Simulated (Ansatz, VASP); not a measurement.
KI: VASP beside Ansatz

```
K I
1.0
     4.29120    0.00000    0.00000
     0.00000    4.29120    0.00000
     0.00000    0.00000    4.29120
K I
1 1
Direct
  0.01854 0.01854 0.00000
  0.50000 0.50000 0.50000
```

Change from the starting cell: all K atoms moved +0.113 Å, as atom 1 along Cartesian [1 1 0].

Alike in both runs: task single point; functional PBEsol; k mesh 6 × 6 × 6; occupations gaussian, width 0.05 eV; no spin polarisation.

```csv
,VASP,Ansatz
version,VASP 6.6.1,Ansatz 0.2.0
potentials or method,"VASP PAW PBE potentials, release 64 (K_sv, I), cutoff 520 eV","scalar-relativistic, plane waves, PAW"
valence electrons in the cell,16,26
```

|  | VASP | Ansatz | Ansatz less VASP |
| --- | --- | --- | --- |
| gap on the k mesh at the Fermi level (eV) | 3.19 | 3.19 | +0.004 |
| least direct gap on the mesh (eV) | 3.55 | 3.56 | +0.003 |
| pressure (GPa) | -0.5 | -0.5 | -0.04 |
| rms of the force components (eV/Å) | 0.031 | 0.030 | -0.0007 |

VASP's potentials were made for PBE, not for PBEsol. Atom by atom the forces differ by 0.001 eV/Å (rms over components). VASP's potentials hold 16 valence electrons a cell and Ansatz's 26, so a difference there can come from the potentials and not from the codes.

Spin-orbit coupling is off throughout.
